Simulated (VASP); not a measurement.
# NiO (rock salt type): single point with PBE

Crystal: NiO (rock salt type).

```
Ni O
1.0
     0.00000    2.03737    2.03737
     2.03737    0.00000    2.03737
     2.03737    2.03737    0.00000
Ni O
1 1
Direct
  0.00000 0.00000 0.00000
  0.50000 0.50000 0.50000
```

```json
{
 "Program": "VASP 6.6.1",
 "Task": "single point",
 "Functional": "PBE",
 "Potentials or basis": "VASP PAW PBE potentials, release 64 (Ni, O)",
 "Cutoff": "520 eV",
 "k mesh": "45 × 45 × 45",
 "Occupations": "fermi-dirac, width 0.0612256 eV",
 "Spin": "no spin polarisation",
 "Dipole correction": "no",
 "Further INCAR settings": "ALGO = Normal; EDIFF = 1e-07; NBANDS = 15"
}
```

| Property | Result |
| --- | --- |
| Pressure | 15.0 GPa |
| Band gap on the k mesh | zero (band 8 reaches 10.44 eV, above the bottom of band 9 at 7.29 eV) |

Levels at points of the mesh, in eV from the Fermi level:
| k point | band 6 | band 7 | band 8 | band 9 | band 10 | band 11 |
| --- | --- | --- | --- | --- | --- | --- |
| (0.00, 0.00, 0.00) | -2.13 | -2.13 | -1.75 | -1.75 | 2.02 | 18.03 |

Wall time 3.3 min on 1 thread of Intel(R) Xeon(R) 6975P-C (Granite Rapids), with other jobs on the host, peak memory 0.66 GiB.

Caveat: the run has no spin polarisation, though such a crystal can be magnetic; semilocal functionals often make such compounds metallic where correlation or magnetic order opens a gap, which also shifts bond lengths. Spin polarisation is off, so any magnetic state and its effect on volume and gap are missing.
